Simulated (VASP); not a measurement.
# BiN in VASP: notebook

BiN is run at these levels: PBEsol; tasks: single point, relaxation of cell and atoms.

All numbers are computed with VASP 6.6.1; they aren't measurements. Logs are shortened: lines on timing, memory, paths and dates and some standing lists are left out, and cuts for length are marked.

### 1 The cell of the first run

It takes space group P4/nmm (No. 129, tetragonal). Conventional cell: a = 4.010 Å, b = 4.010 Å, c = 4.864 Å, α = 90.00°, β = 90.00°, γ = 90.00°. Within 3.0 Å of Bi (site symmetry 4mm) lie 4 N at 2.29 Å. Within 3.0 Å of N (site symmetry -4m2) lie 4 Bi at 2.29 Å and 4 N at 2.84 Å.

### 2 Single point, PBEsol

INCAR reads:

```
  ALGO = Normal
  EDIFF = 1E-7
  ENCUT = 520
  GGA = PS
  ISIF = 2
  ISMEAR = 0
  LASPH = T
  LCHARG = F
  LREAL = F
  LWAVE = F
  NBANDS = 28
  NELM = 100
  PREC = Accurate
  SIGMA = 0.05
```

KPOINTS reads:

```
k-points
0
Gamma
  8 8 6
```

POSCAR reads:

```
BiN
1.0
    4.0099453268      0.0000000000      0.0000000000
    0.0000000000      4.0099453268      0.0000000000
    0.0000000000      0.0000000000      4.8639239388
Bi N
2 2
Direct
    0.5000000000      0.0000000000      0.2254688995
    0.0000000000      0.5000000000      0.7745311005
    0.0000000000      0.0000000000      0.0000000000
    0.5000000000      0.5000000000      0.0000000000
```

Potentials or basis: VASP PAW PBE potentials, release 64 (Bi_d, N).

On the command line:

```sh
cat potpaw_PBE.64/Bi_d/POTCAR potpaw_PBE.64/N/POTCAR > POTCAR
mpirun -np 1 vasp_std > vasp.out
```

OUTCAR:

```text
EDIFF = 1E-7
   ENCUT = 520
   GGA = PS
   ISIF = 2
   ISMEAR = 0
   LASPH = T
   LREAL = F
   NELM = 100
   PREC = Accurate

 ion  position               nearest neighbor table
   1  0.500  0.000  0.225-   3 2.29   4 2.29   4 2.29   3 2.29   2 3.58   2 3.58   2 3.58   2 3.58
                             2 3.90   2 3.90   2 3.90   2 3.90
   2  0.000  0.500  0.775-   3 2.29   4 2.29   3 2.29   4 2.29   1 3.58   1 3.58   1 3.58   1 3.58
                             1 3.90   1 3.90   1 3.90   1 3.90
   3  0.000  0.000  0.000-   1 2.29   2 2.29   2 2.29   1 2.29
   4  0.500  0.500  0.000-   1 2.29   2 2.29   1 2.29   2 2.29

  LATTYP: Found a simple tetragonal cell.
 ALAT       =     4.0099453268
 C/A-ratio  =     1.2129651510

  Lattice vectors:

 A1 = (   4.0099453268,   0.0000000000,   0.0000000000)
 A2 = (   0.0000000000,   4.0099453268,   0.0000000000)
 A3 = (   0.0000000000,   0.0000000000,   4.8639239388)

Analysis of symmetry for initial positions (statically):
=====================================================================
 Subroutine PRICEL returns:
 Original cell was already a primitive cell.

 Routine SETGRP: Setting up the symmetry group for a
 simple tetragonal supercell.

 Subroutine GETGRP returns: Found 16 space group operations
 (whereof  8 operations were pure point group operations)
 out of a pool of 16 trial point group operations.

The static configuration has the point symmetry D_2d.
 The point group associated with its full space group is D_4h.

Analysis of symmetry for dynamics (positions and initial velocities):
=====================================================================
 Subroutine PRICEL returns:
 Original cell was already a primitive cell.

 Routine SETGRP: Setting up the symmetry group for a
 simple tetragonal supercell.

 Subroutine GETGRP returns: Found 16 space group operations
 (whereof  8 operations were pure point group operations)
 out of a pool of 16 trial point group operations.

The dynamic configuration has the point symmetry D_2d.
 The point group associated with its full space group is D_4h.

 Subroutine INISYM returns: Found 16 space group operations
 (whereof  8 operations are pure point group operations),
 and found     1 'primitive' translations

----------------------------------------------------------------------------------------

[... 95 lines left out ...]
   NELM   =    100;   NELMIN=  2; NELMDL= -5     # of ELM steps
   EDIFF  = 0.1E-06   stopping-criterion for ELM
   LREAL  =      F    real-space projection
   EDIFFG = 0.1E-05   stopping-criterion for IOM
   NSW    =      0    number of steps for IOM
   IBRION =     -1    ionic relax: 0-MD 1-quasi-New 2-CG
   NFREE  =      0    steps in history (QN), initial steepest desc. (CG)
   ISIF   =      2    stress and relaxation
   ISYM   =      2    0-nonsym 1-usesym 2-fastsym
   POTIM  = 0.5000    time-step for ionic-motion
   TEBEG  =    0.0;   TEEND  =   0.0 temperature during run
   PSTRESS=    0.0 pullay stress
   NELECT =      40.0000    total number of electrons
   NUPDOWN=      -1.0000    fix difference up-down
   EMIN   =  10.00;   EMAX   =-10.00  energy-range for DOS
   EFERMI =   0.00;   METHOD = LEGACY
   ISMEAR =     0;   SIGMA  =   0.05  broadening in eV -4-tet -1-fermi 0-gaus
   EFERMI_NEDOS =   21; number of points for ismear=-14 and -15
   IALGO  =     38    algorithm
   IMIX   =      4    mixing-type and parameters
     AMIX     =   0.40;   BMIX     =  1.00
     AMIX_MAG =   1.60;   BMIX_MAG =  1.00
  volume/ion in A,a.u.               =      19.55       131.95
  Fermi-wavevector in a.u.,A,eV,Ry     =   1.309203  2.474035 23.320550  1.714012
  Thomas-Fermi vector in A             =   2.439818
   LORBIT       =      0    0 simple, 1 ext, 2 COOP (PROOUT), +10 PAW based schemes
   GGA     = PS    functional components
   LHFCALC =     F    Hartree Fock is set to
   AEXX    =    0.0000 exact exchange contribution
   IVDW    =     0    specifies the selected vdW correction
   LEPSILON=     F    determine dielectric tensor
   LRPA    =     F    only Hartree local field effects (RPA)
 non-spin polarized calculation
 Gauss-broadening in eV      SIGMA  =   0.05
  energy-cutoff  :      520.00
  volume of cell :       78.21
 maximum number of plane-waves:      2146
 NGX is ok and might be reduce to    30
   NGX = 15   NGY = 15   NGZ = 19

 number of electron      40.0000013 magnetization

 Free energy of the ion-electron system (eV)
  ---------------------------------------------------
  ext. energy  EPLUGINS =         0.00000000
  ---------------------------------------------------
  free energy    TOTEN  =       -23.61926967 eV

  energy without entropy =      -23.61810440  energy(sigma->0) =      -23.61868704

 E-fermi :   6.6726     XC(G=0): -10.3983

 val. band max:        6.6660025334   @ k =   0.5000   0.5000   0.0000
 cond. band min:       6.6733634318   @ k =   0.1250   0.0000   0.5000
 fundamental gap:      0.0073608984
 Fermi energy:         6.6725943993

 k-point     1 :       0.0000    0.0000    0.0000
  band No.  band energies     occupation
      1     -16.0305      2.00000
      2     -15.9183      2.00000
      3     -15.9183      2.00000
      4     -15.8790      2.00000
      5     -15.8403      2.00000
      6     -15.8389      2.00000
[... 733 lines left out ...]
     27      14.5671      0.00000
     28      14.5671      0.00000

 [... further k-points ...]

------------------------ aborting loop because EDIFF is reached ----------------------------------------

  FORCE on cell =-STRESS in cart. coord.  units (eV):
  Direction    XX          YY          ZZ          XY          YZ          ZX
  --------------------------------------------------------------------------------------
  -------------------------------------------------------------------------------------
  Total        0.0653844      0.0653844      0.0245124      0.0000000      0.0000000      0.0000000
  in kB        1.3394323      1.3394323      0.5021483      0.0000000      0.0000000      0.0000000
  external PRESSURE =       1.0603376 kB  Pullay stress =       0.0000000 kB

 VOLUME and BASIS-vectors are now :
 -----------------------------------------------------------------------------
  energy-cutoff  :      520.00
  volume of cell :       78.21
      direct lattice vectors                 reciprocal lattice vectors
     4.009945327  0.000000000  0.000000000     0.249379959  0.000000000  0.000000000
     0.000000000  4.009945327  0.000000000     0.000000000  0.249379959  0.000000000
     0.000000000  0.000000000  4.863923939     0.000000000  0.000000000  0.205595320

 POSITION                                       TOTAL-FORCE (eV/Angst)
 -----------------------------------------------------------------------------------
      2.00497      0.00000      1.09666        -0.000000      0.000000      0.045953
      0.00000      2.00497      3.76726         0.000000      0.000000     -0.045953
      0.00000      0.00000      0.00000        -0.000000      0.000000      0.000000
      2.00497      2.00497      0.00000         0.000000     -0.000000      0.000000
 -----------------------------------------------------------------------------------
    total drift:                                0.000000      0.000000     -0.000000

  FREE ENERGIE OF THE ION-ELECTRON SYSTEM (eV)
  ---------------------------------------------------
  free  energy   TOTEN  =       -23.6192696703 eV

  energy  without entropy=      -23.6181044049  energy(sigma->0) =      -23.61868704
```

stdout:

```text
POSCAR found type information on POSCAR BiN
 POSCAR found :  2 types and       4 ions
 scaLAPACK will be used
 -----------------------------------------------------------------------------
|                                                                             |
|                                                                             |
|     You enforced a specific xc type in the INCAR file but a different       |
|     I HOPE YOU KNOW WHAT YOU ARE DOING!                                     |
|                                                                             |
 -----------------------------------------------------------------------------

 LDA part: xc-table for (Slater+PW92), standard interpolation
 POSCAR, INCAR and KPOINTS ok, starting setup
 FFT: planning ... GRIDC
 FFT: planning ... GRID_SOFT
 FFT: planning ... GRID
 WAVECAR not read
 entering main loop
```

It took 59 s on 1 thread of AMD EPYC 9R45 (Zen 5), shared host; peak memory 0.22 GiB.

Results:

| Quantity | Value |
| --- | --- |
| Free energy | -23.6193 eV |
| Pressure | 0.1 GPa |
| Largest force | 0.046 eV/Å |
| Band gap on the k mesh | zero (band 20 reaches 6.67 eV, above the bottom of band 21 at 6.41 eV) |

Forces in eV/Å, atoms in the order of the input:
```
Bi   0.000  0.000  0.046
Bi   0.000  0.000 -0.046
N    0.000  0.000  0.000
N    0.000  0.000  0.000
```

Stress tensor (GPa, compression positive):
```
0.13 0.00 0.00
0.00 0.13 0.00
0.00 0.00 0.05
```

Levels at points of the mesh, in eV from the Fermi level:
```csv
k point,band 17,band 18,band 19,band 20,band 21,band 22,band 23,band 24
"(0.00, 0.00, 0.00)",-1.35,-1.35,-1.01,-0.62,1.22,2.89,4.57,4.57
"(0.50, 0.00, 0.00)",-3.25,-3.25,-2.24,-2.24,2.63,2.63,5.42,5.42
"(0.50, 0.50, 0.00)",-2.74,-2.74,-0.01,-0.01,0.52,0.52,3.71,3.71
"(0.00, 0.00, 0.50)",-1.49,-1.49,-1.18,-1.11,-0.17,2.39,2.39,2.94
"(0.50, 0.00, 0.50)",-3.45,-3.45,-1.01,-1.01,3.27,3.27,4.69,4.69
"(0.50, 0.50, 0.50)",-3.61,-3.61,-0.01,-0.01,3.48,3.48,4.23,4.23
```

Caveat: the PAW data sets were made with another functional, which shifts forces and pressure a little; spin-orbit coupling is left out, which moves the levels of the heavy elements.

[end of part 1 of 3]
